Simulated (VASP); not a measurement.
As:

```
As
1.0
     0.00000    2.09161    2.09161
     2.09161    0.00000    2.09161
     2.09161    2.09161    0.00000
As
1
Direct
  0.00000 0.00000 0.00000
```

```yaml
Program: VASP 6.6.1
Task: relaxation of cell and atoms
Functional: PBE
Potentials_or_basis: VASP PAW PBE potentials, release 64 (As)
Cutoff: 600 eV
k_mesh: 13 × 13 × 13
Occupations: fermi-dirac, width 0.1 eV
Spin: no spin polarisation
```

At the start: pressure 5.0 GPa; volume 18.30 Å³/atom.

Task: How do energy, volume and symmetry change on relaxing?

Result: Over 3 steps the energy falls by 15.8 meV/atom and the volume is 19.36 Å³/atom (+5.8 %); space group Fm-3m (No. 225, to 0.05 Å).

The path:
```tsv
step	energy change (eV)	largest force (eV/Å)	pressure (GPa)	volume (Å³)
1	0.0000	0.0000	5.03	18.30
2	-0.0127	0.0000	-1.93	19.86
3	-0.0158	0.0000	0.01	19.36
```

Final structure:
```cif
data_structure
_symmetry_space_group_name_H-M 'P 1'
_symmetry_Int_Tables_number 1
_cell_length_a 3.0139
_cell_length_b 3.0139
_cell_length_c 3.0139
_cell_angle_alpha 60.000
_cell_angle_beta 60.000
_cell_angle_gamma 60.000
_cell_volume 19.36
loop_
_atom_site_label
_atom_site_type_symbol
_atom_site_fract_x
_atom_site_fract_y
_atom_site_fract_z
_atom_site_occupancy
As1 As 0.00000 0.00000 0.00000 1
```
